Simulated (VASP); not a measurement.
# H18CO9 in VASP: a series of runs, part 2 of 3

VASP 6.6.1. Earlier steps stand in the parts before.

## 3. Single point, r2SCAN

File POSCAR:

```
H18CO9
1.0
    6.7017590000      0.0000000000      0.0000000000
    0.0000000000      6.7017590000      0.0000000000
    0.0000000000      0.0000000000      6.7017590000
O H C
9 18 1
Direct
    0.4793069998      0.0274703999      0.7889421270
    0.5049719036      0.8991370773      0.4086389857
    0.0724138245      0.4947507065      0.1382323656
    0.3568167700      0.7450282829      1.0529325211
    0.1348750380      0.2262092683      0.8210083353
    0.8217394866      0.9671639938      0.9354260575
    0.7662316714      0.1991865121      0.2869992788
    0.1164470402      0.5043750454      0.5231462367
    0.7076201934      0.6108843962      0.8482996777
    0.4697721897     -0.0320065225      0.6538581886
    0.6113320398     -0.0166821875      0.8413462794
    0.5715962033      1.0234328032      0.3891515645
    0.4552536133      0.8643402426      0.2812843613
    0.1731933363      0.5885768199      0.0768007325
    0.0961837034      0.3772144000      0.0601782308
    0.3500424292      0.8551337044      0.9457069405
    0.4825449557      0.6723757151      1.0031396235
    0.2719733730      0.1559888978      0.8307669673
    0.1286677125      0.2929081753      0.6914453355
    0.9286815596      1.0486500634      0.8709653689
    0.8720247923      0.8393468043      0.9022258186
    0.8362282201      0.3266903510      0.2782702273
    0.7735431847      0.1532284285      0.1469464957
    0.1061363144      0.6470241619      0.5510195159
    0.1338156147      0.5020920627      0.3734243502
    0.7581293210      0.5684925405      0.5625388797
    0.6067809959      0.3661277584      0.7031885211
    0.6898487397      0.5136860338      0.6964141802
```

File INCAR.step1:

```
PREC = Accurate ; ENCUT = 520
ISMEAR = -1 ; SIGMA = 0.05
LREAL = Auto ; LASPH = T
NELM = 60 ; NBANDS = 58
GGA = PE ; ALGO = Normal
EDIFF = 1E-4 ; LWAVE = T
LCHARG = F
```

File INCAR.step2:

```
PREC = Accurate ; ENCUT = 520
EDIFF = 1E-7 ; ISMEAR = -1
SIGMA = 0.05 ; LREAL = Auto
LASPH = T ; NELM = 60
ALGO = Normal ; ISIF = 2
LWAVE = F ; LCHARG = F
METAGGA = R2SCAN ; LMIXTAU = T
NBANDS = 58 ; ISTART = 1
```

File KPOINTS:

```
Automatic mesh
0
Gamma
  1 1 1
```

Potentials or basis: VASP PAW PBE potentials, release 64 (O, H, C).

On the command line:

```
$ cat potpaw_PBE.64/O/POTCAR potpaw_PBE.64/H/POTCAR potpaw_PBE.64/C/POTCAR > POTCAR
$ cp INCAR.step1 INCAR
$ mpirun -np 1 vasp_gam > vasp.out
$ cp INCAR.step2 INCAR
$ mpirun -np 1 vasp_gam > vasp.out
```

OUTCAR:

```text
PREC = Accurate
   ENCUT = 520
   EDIFF = 1E-7
   ISMEAR = -1
   LREAL = Auto
   LASPH = T
   NELM = 60
   ISIF = 2
   METAGGA = R2SCAN
   ISTART = 1

 ion  position               nearest neighbor table
   1  0.479  0.027  0.789-  10 0.99  11 1.00
   2  0.505  0.899  0.409-  13 0.95  12 0.95
   3  0.072  0.495  0.138-  15 0.96  14 1.01
[... 303 lines left out ...]
  -------------------------------------------------------------------------------------
  Total       -3.3616620      0.5324259      1.0365010      1.3005266      2.3255167      1.7693669
  in kB      -17.8936202      2.8340229      5.5171388      6.9225068     12.3783747      9.4180732
  external PRESSURE =      -3.1808195 kB  Pullay stress =       0.0000000 kB

 VOLUME and BASIS-vectors are now :
 -----------------------------------------------------------------------------
  energy-cutoff  :      520.00
  volume of cell :      301.00
      direct lattice vectors                 reciprocal lattice vectors
     6.701759000  0.000000000  0.000000000     0.149214557  0.000000000  0.000000000
     0.000000000  6.701759000  0.000000000     0.000000000  0.149214557  0.000000000
     0.000000000  0.000000000  6.701759000     0.000000000  0.000000000  0.149214557

 POSITION                                       TOTAL-FORCE (eV/Angst)
 -----------------------------------------------------------------------------------
      3.21220      0.18410      5.28730        -0.585755     -0.497629     -0.556120
      3.38420      6.02580      2.73860         0.127763     -0.143851      1.632552
      0.48530      3.31570      0.92640         0.583548      0.834041     -0.189797
      2.39130      4.99300      0.35474         1.666195      0.379005     -2.106777
      0.90390      1.51600      5.50220         1.161474     -1.280134      0.433849
      5.50710      6.48170      6.26900         1.365094      1.594502     -0.435270
[... 20 lines left out ...]
      4.06650      2.45370      4.71260         0.436487      0.741215     -0.385359
      4.62320      3.44260      4.66720        -0.690719     -1.278679      0.539122
 -----------------------------------------------------------------------------------
    total drift:                               -0.001320     -0.008790     -0.001925

  FREE ENERGIE OF THE ION-ELECTRON SYSTEM (eV)
  ---------------------------------------------------
  free  energy   TOTEN  =      -149.9959921166 eV

  energy  without entropy=     -149.9959921165  energy(sigma->0) =     -149.99599212
```

OSZICAR.step1:

```text
N       E                     dE             d eps       ncg     rms          rms(c)
DAV:   1     0.630874399854E+03    0.63087E+03   -0.41440E+04   116   0.121E+03
DAV:   2    -0.907097574235E+02   -0.72158E+03   -0.69866E+03   142   0.304E+02
DAV:   3    -0.151573477559E+03   -0.60864E+02   -0.60465E+02   142   0.956E+01
DAV:   4    -0.152470237887E+03   -0.89676E+00   -0.89494E+00   144   0.129E+01
DAV:   5    -0.152485792822E+03   -0.15555E-01   -0.15550E-01   152   0.160E+00    0.226E+01
DAV:   6    -0.139639458183E+03    0.12846E+02   -0.40339E+01   136   0.256E+01    0.891E+00
DAV:   7    -0.139186661578E+03    0.45280E+00   -0.16938E+00   144   0.523E+00    0.546E+00
DAV:   8    -0.138973285296E+03    0.21338E+00   -0.48877E-01   144   0.326E+00    0.746E-01
DAV:   9    -0.138969193590E+03    0.40917E-02   -0.37979E-02   136   0.972E-01    0.340E-01
DAV:  10    -0.138973964804E+03   -0.47712E-02   -0.16329E-02   136   0.600E-01    0.194E-01
DAV:  11    -0.138974189252E+03   -0.22445E-03   -0.26660E-03   136   0.270E-01    0.776E-02
DAV:  12    -0.138974415363E+03   -0.22611E-03   -0.75247E-04   120   0.138E-01    0.335E-02
DAV:  13    -0.138974402311E+03    0.13052E-04   -0.62565E-05   112   0.490E-02
   1 F= -.13897440E+03 E0= -.13897440E+03  d E =-.169344E-10
```

It took 71 s on 1 thread of AMD EPYC 9R45 (Zen 5), shared host; peak memory 0.33 GiB.

What came out:

```
Free energy            : -149.9960 eV
Pressure               : -0.3 GPa
Largest force          : 2.713 eV/Å
Band gap on the k mesh : 4.27 eV
```

Forces in eV/Å, atoms in the order of the input:
```
O   -0.586 -0.498 -0.556
O    0.128 -0.144  1.633
O    0.584  0.834 -0.190
O    1.666  0.379 -2.107
O    1.161 -1.280  0.434
O    1.365  1.595 -0.435
O    0.259  0.463 -1.035
O    0.246  0.758 -0.518
O   -0.177  0.117  0.614
H   -0.128  0.164  0.203
H    0.112  0.489  0.071
H    0.775  0.828 -0.283
H   -0.767 -0.689 -1.255
H   -0.582 -0.181  0.675
H   -0.082 -0.739 -0.601
H    0.281 -1.046  1.204
H   -1.523  0.724  0.775
H   -1.500  0.934 -0.450
H    0.166  0.322  0.148
H   -0.440  0.554  0.425
H   -0.321 -1.666  0.219
H   -0.203 -0.198  0.278
H   -0.041 -0.231  0.946
H    0.153 -0.610  0.084
H   -0.424 -0.297  0.553
H    0.132 -0.043 -0.987
H    0.436  0.741 -0.385
C   -0.691 -1.279  0.539
```

Caveat: the k points lie up to 0.94 Å⁻¹ apart; the PAW data sets were made with another functional, which shifts forces and pressure a little.

## 4. Single point, r2SCAN

File POSCAR:

```
H18CO9
1.0
    6.7017590000      0.0000000000      0.0000000000
    0.0000000000      6.7017590000      0.0000000000
    0.0000000000      0.0000000000      6.7017590000
O H C
9 18 1
Direct
    0.4807245381      0.0253963176      0.7761096751
    0.4958548942      0.9052847170      0.4022227597
    0.0713842440      0.4969292390      0.1393962391
    0.3624720018      0.7403280243      1.0497691725
    0.1462750302      0.2205988010      0.8255892222
    0.8212918429      0.9677310091      0.9368585173
    0.7585322003      0.2012904373      0.2920427309
    0.1216844712      0.5090305396      0.5244742462
    0.7100374693      0.6095414652      0.8542384171
    0.4869617066     -0.0505389704      0.6540969319
    0.5980370228     -0.0074458064      0.8579837025
    0.5902181800      1.0037663246      0.3655159787
    0.4507622551      0.8453004651      0.2825228421
    0.1644792061      0.6081537698      0.0943334429
    0.0682059740      0.4051622865      0.0316782504
    0.3505199157      0.8634300338      0.9578380840
    0.4680413008      0.6484417002      0.9899938210
    0.2810306966      0.1461108942      0.8190387031
    0.1436637754      0.2871186505      0.6961306726
    0.8971823666      1.0636908907      0.8595653768
    0.8551038615      0.8342436665      0.9195645501
    0.8266486455      0.3284510828      0.3027414146
    0.7280029019      0.1746407175      0.1527061776
    0.0787703646      0.6475165699      0.5234595873
    0.1297420573      0.4748604061      0.3847944995
    0.7692905698      0.5547648013      0.5651352130
    0.5963359769      0.3758267046      0.6866555482
    0.6913856496      0.5136114265      0.7018306686
```

File INCAR.step1:

```
SYSTEM = H18CO9
ALGO = Normal ; EDIFF = 1E-4
ENCUT = 520 ; GGA = PE
ISMEAR = -1 ; LASPH = .TRUE.
LCHARG = .FALSE. ; LREAL = Auto
LWAVE = .TRUE. ; NBANDS = 58
NELM = 80 ; PREC = Accurate
SIGMA = 0.05
```

File INCAR.step2:

```
SYSTEM = H18CO9
ALGO = Normal ; EDIFF = 1E-7
ENCUT = 520 ; ISIF = 2
ISMEAR = -1 ; ISTART = 1
LASPH = .TRUE. ; LCHARG = .FALSE.
LMIXTAU = .TRUE. ; LREAL = Auto
LWAVE = .FALSE. ; METAGGA = R2SCAN
NBANDS = 58 ; NELM = 80
PREC = Accurate ; SIGMA = 0.05
```

File KPOINTS:

```
k-points
0
G
  1 1 1
  0 0 0
```

Potentials or basis: VASP PAW PBE potentials, release 64 (O, H, C).

On the command line:

```
$ cat potpaw_PBE.64/O/POTCAR potpaw_PBE.64/H/POTCAR potpaw_PBE.64/C/POTCAR > POTCAR
$ cp INCAR.step1 INCAR
$ mpirun -np 1 vasp_gam > vasp.out
$ cp INCAR.step2 INCAR
$ mpirun -np 1 vasp_gam > vasp.out
```

OUTCAR:

```text
SYSTEM = H18CO9
   EDIFF = 1E-7
   ENCUT = 520
   ISIF = 2
   ISMEAR = -1
   ISTART = 1
   LASPH = .TRUE.
   LREAL = Auto
   METAGGA = R2SCAN
   NELM = 80
   PREC = Accurate

 ion  position               nearest neighbor table
   1  0.481  0.025  0.776-  10 0.96  11 0.98
   2  0.496  0.905  0.402-  12 0.95  13 0.95
   3  0.071  0.497  0.139-  15 0.95  14 1.02
   4  0.362  0.740  0.050-  17 1.02  16 1.03
   5  0.146  0.221  0.826-  19 0.98  18 1.03
   6  0.821  0.968  0.937-  21 0.93  20 0.97
   7  0.759  0.201  0.292-  22 0.97  23 0.97
   8  0.122  0.509  0.524-  25 0.97  24 0.97
   9  0.710  0.610  0.854-  28 1.21
  10  0.487  0.949  0.654-   1 0.96
  11  0.598  0.993  0.858-   1 0.98
  12  0.590  0.004  0.366-   2 0.95
  13  0.451  0.845  0.283-   2 0.95
  14  0.164  0.608  0.094-   3 1.02
[... 11 lines left out ...]
  26  0.769  0.555  0.565-  28 1.09
  27  0.596  0.376  0.687-  28 1.13
  28  0.691  0.514  0.702-  26 1.09  27 1.13   9 1.21

  LATTYP: Found a simple cubic cell.
 ALAT       =     6.7017590000

  Lattice vectors:

[... 209 lines left out ...]
 cond. band min:       0.1979747710   @ k =   0.0000   0.0000   0.0000
 fundamental gap:      4.1915389937
 Fermi energy:        -2.7139585820

 k-point     1 :       0.0000    0.0000    0.0000
  band No.  band energies     occupation
      1     -25.8696      2.00000
      2     -24.3350      2.00000
      3     -23.8729      2.00000
      4     -23.6481      2.00000
      5     -23.5808      2.00000
      6     -23.4662      2.00000
[... 42 lines left out ...]
     49       6.4467      0.00000
     50       6.9607      0.00000
 [bands above 50 left out]

------------------------ aborting loop because EDIFF is reached ----------------------------------------

  FORCE on cell =-STRESS in cart. coord.  units (eV):
  Direction    XX          YY          ZZ          XY          YZ          ZX
  --------------------------------------------------------------------------------------
  -------------------------------------------------------------------------------------
  Total       -0.6590431     -0.0289603      4.4960469      1.7562425      2.1621816      0.0943713
  in kB       -3.5079870     -0.1541515     23.9317798      9.3482139     11.5089665      0.5023242
  external PRESSURE =       6.7565471 kB  Pullay stress =       0.0000000 kB

 VOLUME and BASIS-vectors are now :
 -----------------------------------------------------------------------------
  energy-cutoff  :      520.00
  volume of cell :      301.00
      direct lattice vectors                 reciprocal lattice vectors
     6.701759000  0.000000000  0.000000000     0.149214557  0.000000000  0.000000000
     0.000000000  6.701759000  0.000000000     0.000000000  0.149214557  0.000000000
     0.000000000  0.000000000  6.701759000     0.000000000  0.000000000  0.149214557

 POSITION                                       TOTAL-FORCE (eV/Angst)
 -----------------------------------------------------------------------------------
      3.22170      0.17020      5.20130        -0.767166      0.343137      0.874477
      3.32310      6.06700      2.69560        -0.285734     -0.423752      1.578779
      0.47840      3.33030      0.93420         0.249237      1.620123      0.531770
      2.42920      4.96150      0.33354         0.692594      0.559766     -1.499325
      0.98030      1.47840      5.53290         0.936561     -0.688535     -0.410225
      5.50410      6.48550      6.27860        -1.047809      2.663155      0.866070
[... 20 lines left out ...]
      3.99650      2.51870      4.60180         0.228102      0.507760      0.455189
      4.63350      3.44210      4.70350        -0.461003     -0.958506     -0.848647
 -----------------------------------------------------------------------------------
    total drift:                               -0.002620      0.000541     -0.000396

  FREE ENERGIE OF THE ION-ELECTRON SYSTEM (eV)
  ---------------------------------------------------
  free  energy   TOTEN  =      -149.7433708910 eV

  energy  without entropy=     -149.7433708909  energy(sigma->0) =     -149.74337089
```

OSZICAR.step1:

```text
N       E                     dE             d eps       ncg     rms          rms(c)
DAV:   1     0.589333106465E+03    0.58933E+03   -0.41925E+04   124   0.121E+03
DAV:   2    -0.956323506636E+02   -0.68497E+03   -0.66344E+03   142   0.298E+02
DAV:   3    -0.151966212127E+03   -0.56334E+02   -0.55947E+02   144   0.916E+01
DAV:   4    -0.152801892605E+03   -0.83568E+00   -0.83405E+00   136   0.123E+01
DAV:   5    -0.152816479341E+03   -0.14587E-01   -0.14580E-01   160   0.151E+00    0.230E+01
DAV:   6    -0.139340563045E+03    0.13476E+02   -0.42154E+01   144   0.263E+01    0.898E+00
DAV:   7    -0.138864854518E+03    0.47571E+00   -0.18488E+00   136   0.550E+00    0.552E+00
DAV:   8    -0.138644485944E+03    0.22037E+00   -0.49650E-01   144   0.324E+00    0.784E-01
DAV:   9    -0.138639774445E+03    0.47115E-02   -0.36859E-02   144   0.987E-01    0.340E-01
DAV:  10    -0.138644649941E+03   -0.48755E-02   -0.16827E-02   136   0.612E-01    0.202E-01
DAV:  11    -0.138645006219E+03   -0.35628E-03   -0.31705E-03   136   0.289E-01    0.766E-02
DAV:  12    -0.138645213251E+03   -0.20703E-03   -0.66105E-04   136   0.125E-01    0.294E-02
DAV:  13    -0.138645213569E+03   -0.31812E-06   -0.52031E-05   112   0.471E-02
   1 F= -.13864521E+03 E0= -.13864521E+03  d E =-.125973E-10
```

Run time: 74 s. Hardware: 1 thread of AMD EPYC 9R45 (Zen 5), shared host; peak memory 0.33 GiB.

What came out:

```
Free energy            : -149.7434 eV
Pressure               : 0.7 GPa
Largest force          : 2.990 eV/Å
Band gap on the k mesh : 4.19 eV
```

Forces on the atoms (eV/Å):
```
O   -0.767  0.343  0.874
O   -0.286 -0.424  1.579
O    0.249  1.620  0.532
O    0.693  0.560 -1.499
O    0.937 -0.689 -0.410
O   -1.048  2.663  0.866
O   -0.288  0.072  0.123
O   -0.042  0.436  0.935
O   -0.281 -0.365  0.398
H   -0.111 -0.246 -0.941
H    0.588  0.074 -0.170
H    0.921  1.043 -0.191
H   -0.547 -0.775 -1.112
H   -0.570 -0.998  0.379
H    0.299 -0.993 -0.953
H    0.589 -1.866  0.846
H   -1.116  1.431  0.585
H   -1.334  0.673  0.130
H   -0.159  0.384  0.233
H    0.909 -0.419  0.016
H    0.677 -1.884 -0.561
H   -0.017 -0.178 -0.423
H    0.563  0.198  0.265
H    0.281 -0.356  0.069
H   -0.059 -0.101 -0.967
H    0.155  0.246 -0.209
H    0.228  0.508  0.455
C   -0.461 -0.959 -0.849
```

Levels at points of the mesh, in eV from the valence-band top:
```
           k point  band 35  band 36  band 37  band 38  band 39  band 40  band 41  band 42
(0.00, 0.00, 0.00)    -0.45    -0.33    -0.13     0.00     4.19     5.47     8.07     8.37
```

Caveat: the k points lie up to 0.94 Å⁻¹ apart; the PAW data sets were made with another functional, which shifts forces and pressure a little.

(Part 2 of 3 ends here.)
